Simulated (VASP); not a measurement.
The system is CuO.

```
Cu O
1.0
     0.00000    2.13058    2.13058
     2.13058    0.00000    2.13058
     2.13058    2.13058    0.00000
Cu O
1 1
Direct
  0.02950 0.02810 0.90803
  0.47050 0.47190 0.59197
```

Base run:

| Quantity | Value |
| --- | --- |
| Program | VASP 6.6.1 |
| Functional | BLYP |
| Potentials or basis | VASP PAW PBE potentials, release 64 (Cu, O) |
| Cutoff | 520 eV |
| k mesh | 11 × 11 × 11 |
| Occupations | fermi-dirac, width 0.05 eV |
| Spin | no spin polarisation |

Its results: band gap on the k mesh zero (an odd number of electrons rules out a gap without spin polarisation); pressure 22.3 GPa; largest force 0.964 eV/Å.

Question: After a change of settings the same cell gave: band gap on the k mesh zero (an odd number of electrons rules out a gap without spin polarisation); pressure 5.7 GPa; largest force 0.721 eV/Å. Which change was it?
A. functional from BLYP to RPBE
B. functional from BLYP to PBE; further incar settings from ALGO = Normal; EDIFF = 1e-07; NBANDS = 16 to ALGO = Normal; EDIFF = 1e-06; NBANDS = 16
C. functional from BLYP to PBEsol

Answer: C.

PBEsol binds more tightly than BLYP, so the same cell stands under less pressure.

Caveats: the cell stands under pressure; the PAW data sets were made with another functional, which shifts forces and pressure a little; an odd number of electrons without spin polarisation forces a metal; a magnetic or distorted state may lie lower; semilocal functionals often make such compounds metallic where correlation or magnetic order opens a gap, which also shifts bond lengths.
